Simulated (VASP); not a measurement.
# Si2Ge (P-6m2) in VASP: relaxation of cell and atoms with PBE

Aim: the relaxation of cell and atoms of Si2Ge with PBE.

Everything below comes from runs of VASP 6.6.1. Logs are shortened: lines on timing, memory, paths and dates and some standing lists are left out, and cuts for length are marked.

### 1 The cell of the first run

Symmetry: P-6m2, No. 187, hexagonal system. The conventional cell has a = 2.869 Å, b = 2.869 Å, c = 13.704 Å, α = 90.00°, β = 90.00°, γ = 120.00°. Si (site symmetry -6m2) has 12 Si at 2.69 to 2.87 Å within 3.5 Å. Within 3.5 Å of Si (site symmetry 3m) lie 9 Si at 2.69 to 2.87 Å and 3 Ge at 2.92 Å. Within 3.8 Å of Si (site symmetry -6m2) lie 6 Ge at 2.86 Å and 6 Si at 2.87 Å. Within 3.8 Å of Ge (site symmetry 3m) lie 6 Si at 2.86 to 2.92 Å and 6 Ge at 2.87 Å.

### 2 Relaxation of cell and atoms, PBE

INCAR reads:

```
ALGO = Normal ; EDIFF = 1E-7
EDIFFG = -0.01 ; ENCUT = 500
GGA = PE ; GGA_COMPAT = F
IBRION = 2 ; ISIF = 3
ISMEAR = 0 ; LASPH = T
LCHARG = F ; LREAL = F
LWAVE = F ; NELM = 120
NELMIN = 4 ; NSW = 100
PREC = Accurate ; SIGMA = 0.1
```

KPOINTS reads:

```
k-points
0
Gamma
  18 18 4
```

POSCAR reads:

```
Si2Ge
1.0
    2.8686108506      0.0000000000      0.0000000000
   -1.4343054253      2.4842898701      0.0000000000
    0.0000000000      0.0000000000     13.7035452353
Si Ge
4 2
Direct
    0.3333333333      0.6666666667      0.0000000000
    0.6666666667      0.3333333333      0.8454701587
    0.6666666667      0.3333333333      0.1545298413
    0.6666666667      0.3333333333      0.5000000000
    0.3333333333      0.6666666667      0.6703326603
    0.3333333333      0.6666666667      0.3296673397
```

Potentials or basis: VASP PAW PBE potentials, release 64 (Si, Ge_d).

The run is started by

```console
> cat potpaw_PBE.64/Si/POTCAR potpaw_PBE.64/Ge_d/POTCAR > POTCAR
> mpirun -np 1 vasp_std > vasp.out
```

OUTCAR:

```text
EDIFF = 1E-7
   EDIFFG = -0.01
   ENCUT = 500
   GGA = PE
   IBRION = 2
   ISIF = 3
   ISMEAR = 0
   LASPH = T
   LREAL = F
   NELM = 120
   NELMIN = 4
   NSW = 100
   PREC = Accurate

 ion  position               nearest neighbor table
   1  0.333  0.667  0.000-   2 2.69   3 2.69   2 2.69   3 2.69   2 2.69   3 2.69
   2  0.667  0.333  0.845-   1 2.69   1 2.69   1 2.69   5 2.92   5 2.92   5 2.92
   3  0.667  0.333  0.155-   1 2.69   1 2.69   1 2.69   6 2.92   6 2.92   6 2.92
   4  0.667  0.333  0.500-   5 2.86   6 2.86   5 2.86   6 2.86   5 2.86   6 2.86
   5  0.333  0.667  0.670-   4 2.86   4 2.86   4 2.86   2 2.92   2 2.92   2 2.92
   6  0.333  0.667  0.330-   4 2.86   4 2.86   4 2.86   3 2.92   3 2.92   3 2.92

  LATTYP: Found a hexagonal cell.
 ALAT       =     2.8686108506
 C/A-ratio  =     4.7770666532

  Lattice vectors:

 A1 = (   2.8686108506,   0.0000000000,   0.0000000000)
 A2 = (  -1.4343054253,   2.4842898701,   0.0000000000)
 A3 = (   0.0000000000,   0.0000000000,  13.7035452353)

Analysis of symmetry for initial positions (statically):
=====================================================================
 Subroutine PRICEL returns:
 Original cell was already a primitive cell.

 Routine SETGRP: Setting up the symmetry group for a
 hexagonal supercell.

 Subroutine GETGRP returns: Found 12 space group operations
 (whereof 12 operations were pure point group operations)
 out of a pool of 24 trial point group operations.

The static configuration has the point symmetry D_3h.

Analysis of symmetry for dynamics (positions and initial velocities):
=====================================================================
 Subroutine PRICEL returns:
 Original cell was already a primitive cell.

 Routine SETGRP: Setting up the symmetry group for a
 hexagonal supercell.

 Subroutine GETGRP returns: Found 12 space group operations
 (whereof 12 operations were pure point group operations)
 out of a pool of 24 trial point group operations.

The dynamic configuration has the point symmetry D_3h.

 Subroutine INISYM returns: Found 12 space group operations
 (whereof 12 operations are pure point group operations),
 and found     1 'primitive' translations

----------------------------------------------------------------------------------------

                                     Primitive cell

  volume of cell :      97.6578

  direct lattice vectors                    reciprocal lattice vectors
     2.868610851  0.000000000  0.000000000     0.348600787  0.201264758  0.000000000
    -1.434305425  2.484289870  0.000000000     0.000000000  0.402529516  0.000000000
     0.000000000  0.000000000 13.703545235     0.000000000  0.000000000  0.072973817

  length of vectors
     2.868610851  2.868610851 13.703545235     0.402529516  0.402529516  0.072973817

  position of ions in fractional coordinates (direct lattice)
     0.333333333  0.666666667  0.000000000
     0.666666667  0.333333333  0.845470159
     0.666666667  0.333333333  0.154529841
     0.666666667  0.333333333  0.500000000
     0.333333333  0.666666667  0.670332660
     0.333333333  0.666666667  0.329667340

  ion indices of the primitive-cell ions
   primitive index   ion index
                 1           1
                 2           2
                 3           3
                 4           4
                 5           5
                 6           6

----------------------------------------------------------------------------------------

 KPOINTS: k-points

Automatic generation of k-mesh.
 Grid dimensions read from file:
 generate k-points for:   18   18    4

 Generating k-lattice:

  Cartesian coordinates                     Fractional coordinates (reciprocal lattice)
     0.019366710  0.011181375  0.000000000     0.055555556  0.000000000  0.000000000
     0.000000000  0.022362751  0.000000000     0.000000000  0.055555556  0.000000000
     0.000000000  0.000000000  0.018243454     0.000000000  0.000000000  0.250000000

  Length of vectors
     0.022362751  0.022362751  0.018243454

  Shift w.r.t. Gamma in fractional coordinates (k-lattice)
     0.000000000  0.000000000  0.000000000

 Subroutine IBZKPT returns following result:
 ===========================================

 Found    111 irreducible k-points:

 Following reciprocal coordinates:
            Coordinates               Weight
  0.000000  0.000000  0.000000      1.000000
  0.055556 -0.000000  0.000000      6.000000
  0.111111 -0.000000  0.000000      6.000000
  0.166667  0.000000  0.000000      6.000000
  0.222222  0.000000  0.000000      6.000000
  0.277778  0.000000  0.000000      6.000000
[... 16 lines left out ...]
  0.333333  0.111111  0.000000     12.000000
  0.388889  0.111111  0.000000     12.000000
 [... further k-points ...]
   k-points           NKPTS =    111   k-points in BZ     NKDIM =    111   number of bands    NBANDS=     26
   number of dos      NEDOS =    301   number of ions     NIONS =      6
   total plane-waves  NPLWV =  57600
   dimension x,y,z NGX =    24 NGY =   24 NGZ =  100
   dimension x,y,z NGXF=    48 NGYF=   48 NGZF=  200
   ions per type =               4   2
   NGX,Y,Z   is equivalent  to a cutoff of  13.91, 13.91, 12.13 a.u.
   NGXF,Y,Z  is equivalent  to a cutoff of  27.82, 27.82, 24.26 a.u.
 SYSTEM =  unknown system
   PREC   = accura    normal or accurate (medium, high low for compatibility)
   ISTART =      0    job   : 0-new  1-cont  2-samecut
   ICHARG =      2    charge: 1-file 2-atom 10-const
   ISPIN  =      1    spin polarized calculation?
   LNONCOLLINEAR =      F non collinear calculations
   LSORBIT =      F    spin-orbit coupling
   LASPH  =      T    aspherical Exc in radial PAW
   ENCUT  =  500.0 eV  36.75 Ry    6.06 a.u.   5.23  5.23 24.98*2*pi/ulx,y,z
   NELM   =    120;   NELMIN=  4; NELMDL= -5     # of ELM steps
   EDIFF  = 0.1E-06   stopping-criterion for ELM
   LREAL  =      F    real-space projection
   EDIFFG = -.1E-01   stopping-criterion for IOM
   NSW    =    100    number of steps for IOM
   IBRION =      2    ionic relax: 0-MD 1-quasi-New 2-CG
   NFREE  =      1    steps in history (QN), initial steepest desc. (CG)
   ISIF   =      3    stress and relaxation
   ISYM   =      2    0-nonsym 1-usesym 2-fastsym
   POTIM  = 0.5000    time-step for ionic-motion
   TEBEG  =    0.0;   TEEND  =   0.0 temperature during run
   PSTRESS=    0.0 pullay stress
   NELECT =      44.0000    total number of electrons
   NUPDOWN=      -1.0000    fix difference up-down
   EMIN   =  10.00;   EMAX   =-10.00  energy-range for DOS
   EFERMI =   0.00;   METHOD = LEGACY
   ISMEAR =     0;   SIGMA  =   0.10  broadening in eV -4-tet -1-fermi 0-gaus
   EFERMI_NEDOS =   21; number of points for ismear=-14 and -15
   IALGO  =     38    algorithm
   IMIX   =      4    mixing-type and parameters
     AMIX     =   0.40;   BMIX     =  1.00
     AMIX_MAG =   1.60;   BMIX_MAG =  1.00
  volume/ion in A,a.u.               =      16.28       109.84
  Fermi-wavevector in a.u.,A,eV,Ry     =   1.255038  2.371677 21.430804  1.575120
  Thomas-Fermi vector in A             =   2.388814
   LORBIT       =      0    0 simple, 1 ext, 2 COOP (PROOUT), +10 PAW based schemes
   GGA     = PE    functional components
   LHFCALC =     F    Hartree Fock is set to
   AEXX    =    0.0000 exact exchange contribution
   IVDW    =     0    specifies the selected vdW correction
   LEPSILON=     F    determine dielectric tensor
   LRPA    =     F    only Hartree local field effects (RPA)
 conjugate gradient relaxation of ions
 non-spin polarized calculation
 Gauss-broadening in eV      SIGMA  =   0.10
  energy-cutoff  :      500.00
  volume of cell :       97.66
 maximum number of plane-waves:      2516
 NGX is ok and might be reduce to    24
   NGX = 11   NGY = 11   NGZ = 49

--------------------------------------- Ionic step        1  -------------------------------------------

 number of electron      44.0000017 magnetization

 Free energy of the ion-electron system (eV)
  ---------------------------------------------------
  ext. energy  EPLUGINS =         0.00000000
  ---------------------------------------------------
  free energy    TOTEN  =       -27.62172497 eV

  energy without entropy =      -27.60759718  energy(sigma->0) =      -27.61466107

------------------------ aborting loop because EDIFF is reached ----------------------------------------

  FORCE on cell =-STRESS in cart. coord.  units (eV):
  Direction    XX          YY          ZZ          XY          YZ          ZX
  --------------------------------------------------------------------------------------
  -------------------------------------------------------------------------------------
  Total       -0.3222061     -0.3222061      0.6428588      0.0000000      0.0000000      0.0000000
  in kB       -5.2861265     -5.2861265     10.5467670      0.0000000      0.0000000      0.0000000
  external PRESSURE =      -0.0084953 kB  Pullay stress =       0.0000000 kB
[... 101 lines left out ...]
  FREE ENERGIE OF THE ION-ELECTRON SYSTEM (eV)
  ---------------------------------------------------
  free  energy   TOTEN  =       -27.6441081008 eV

  energy  without entropy=      -27.6338626382  energy(sigma->0) =      -27.63898537

[... ionic steps 4 to 9 ...]

--------------------------------------- Ionic step       10  -------------------------------------------

 number of electron      44.0000007 magnetization

------------------------ aborting loop because EDIFF is reached ----------------------------------------

  FORCE on cell =-STRESS in cart. coord.  units (eV):
  Direction    XX          YY          ZZ          XY          YZ          ZX
  --------------------------------------------------------------------------------------
  -------------------------------------------------------------------------------------
  Total       -0.1374495     -0.1374495     -0.1468827      0.0000000      0.0000000     -0.0000000
  in kB       -2.2488530     -2.2488530     -2.4031920      0.0000000      0.0000000     -0.0000000
  external PRESSURE =      -2.3002993 kB  Pullay stress =       0.0000000 kB
[... 65 lines left out ...]
  energy  without entropy=      -27.6431269298  energy(sigma->0) =      -27.64752864

--------------------------------------- Ionic step       12  -------------------------------------------

 number of electron      44.0000003 magnetization

 Free energy of the ion-electron system (eV)
  ---------------------------------------------------
  ext. energy  EPLUGINS =         0.00000000
  ---------------------------------------------------
  free energy    TOTEN  =       -27.65197250 eV

  energy without entropy =      -27.64317900  energy(sigma->0) =      -27.64757575

 E-fermi :   8.6528     XC(G=0): -11.1614

 val. band max:        8.6327355149   @ k =   0.2222   0.2222   0.0000
 cond. band min:       8.6672596636   @ k =   0.2778   0.0556   0.2500
 fundamental gap:      0.0345241487
 Fermi energy:         8.6527798875

 k-point     1 :       0.0000    0.0000    0.0000
  band No.  band energies     occupation
      1     -16.2231      2.00000
      2     -16.2222      2.00000
      3     -16.2049      2.00000
      4     -16.2049      2.00000
      5     -16.2048      2.00000
      6     -16.2048      2.00000
[... 685 lines left out ...]
     25      10.0188      0.00000
     26      10.0287      0.00000

 [... further k-points ...]

------------------------ aborting loop because EDIFF is reached ----------------------------------------

  FORCE on cell =-STRESS in cart. coord.  units (eV):
  Direction    XX          YY          ZZ          XY          YZ          ZX
  --------------------------------------------------------------------------------------
  -------------------------------------------------------------------------------------
  Total       -0.0024041     -0.0024041     -0.0196824      0.0000000     -0.0000000     -0.0000000
  in kB       -0.0394485     -0.0394485     -0.3229638      0.0000000     -0.0000000     -0.0000000
  external PRESSURE =      -0.1339536 kB  Pullay stress =       0.0000000 kB
[... 21 lines left out ...]
  FREE ENERGIE OF THE ION-ELECTRON SYSTEM (eV)
  ---------------------------------------------------
  free  energy   TOTEN  =       -27.6519724953 eV

  energy  without entropy=      -27.6431790025  energy(sigma->0) =      -27.64757575

 reached required accuracy - stopping structural energy minimisation
```

Wall time 40 min (1 thread of Intel Xeon Platinum 8488C (Sapphire Rapids), shared host); peak memory 0.39 GiB.

Results:

```
Free energy                           : -27.6520 eV
Relaxed volume                        : 16.27 Å³/atom
Relaxed cell                          : a = 2.822 Å, b = 2.822 Å, c = 14.163 Å, α = 90.00°, β = 90.00°, γ = 120.00°
Space group after relaxing (to 0.1 Å) : P-6m2 (No. 187)
Energy gained by relaxing             : 5.0 meV/atom
Ionic steps                           : 12
Pressure after relaxing               : 0.0 GPa
Largest force after relaxing          : 0.009 eV/Å
```

Forces on the atoms (eV/Å):
```
Si   0.000  0.000  0.000
Si   0.000  0.000 -0.002
Si   0.000  0.000  0.002
Si   0.000  0.000  0.000
Ge   0.000  0.000  0.009
Ge   0.000  0.000 -0.009
```

The path:
```tsv
step	energy change (eV)	largest force (eV/Å)	pressure (GPa)	volume (Å³)
1	0.0000	0.0491	0.00	97.66
2	-0.0050	0.0477	0.01	97.65
3	-0.0224	0.0361	-0.02	97.62
4	-0.0073	0.1392	0.14	97.45
5	-0.0286	0.0714	-0.03	97.58
6	-0.0286	0.0796	-0.04	97.57
7	-0.0287	0.0763	-0.02	97.57
8	-0.0297	0.0395	0.05	97.51
9	-0.0301	0.0171	0.14	97.44
10	-0.0300	0.0096	-0.23	97.92
11	-0.0302	0.0137	-0.02	97.66
12	-0.0302	0.0094	-0.01	97.64
```

Final structure:
```
CELL_PARAMETERS angstrom
2.82151 0.00000 0.00000
-1.41075 2.44350 0.00000
0.00000 0.00000 14.16259
ATOMIC_POSITIONS crystal
Si 0.33333 0.66667 0.00000
Si 0.66667 0.33333 0.84783
Si 0.66667 0.33333 0.15217
Si 0.66667 0.33333 0.50000
Ge 0.33333 0.66667 0.67189
Ge 0.33333 0.66667 0.32811
```

Caveat: the highest band is partly filled, so the run has too few bands.
